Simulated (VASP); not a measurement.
Here is a VASP 6.6.1 calculation.

INCAR

```
  PREC = Accurate
  ENCUT = 520
  EDIFF = 1E-8
  ISMEAR = -1
  SIGMA = 0.08
  LREAL = False
  LASPH = True
  NELM = 80
  ALGO = Normal
  ISIF = 2
  LWAVE = False
  LCHARG = False
  GGA = PE
  LEFG = True
  NBANDS = 12
```

File KPOINTS:

```
Automatic mesh
0
Gamma
  13 13 13
```

POSCAR

```
Nb
1.0
   -0.0634500000      2.0832750000      2.0832750000
    2.0832750000     -0.0634500000      2.0832750000
    2.0832750000      2.0832750000     -0.0634500000
Nb
1
Direct
    0.0000000000      0.0000000000      0.0000000000
```

Potentials or basis: VASP PAW PBE potentials, release 64 (Nb_sv).

The run is started by

```sh
$ cat potpaw_PBE.64/Nb_sv/POTCAR > POTCAR
$ mpirun -np 1 vasp_std > vasp.out
```

Q: Estimate the band gap on the k mesh.

A: Zero (an odd number of electrons rules out a gap without spin polarisation).

Q: What does it give for the pressure?

A: -1.6 GPa.

Electric field gradients, principal values (V/Å²):
```tsv
atom	least	middle	greatest (by size)
1 Nb	-4.193	-4.193	8.387
```

Caveat: the cell differs from its parent crystal (equal xy, yz and zx shear strains of -3 %); without QUAD_EFG the Cq values of the log hold for a quadrupole moment of 1 mb, not for the nuclei.
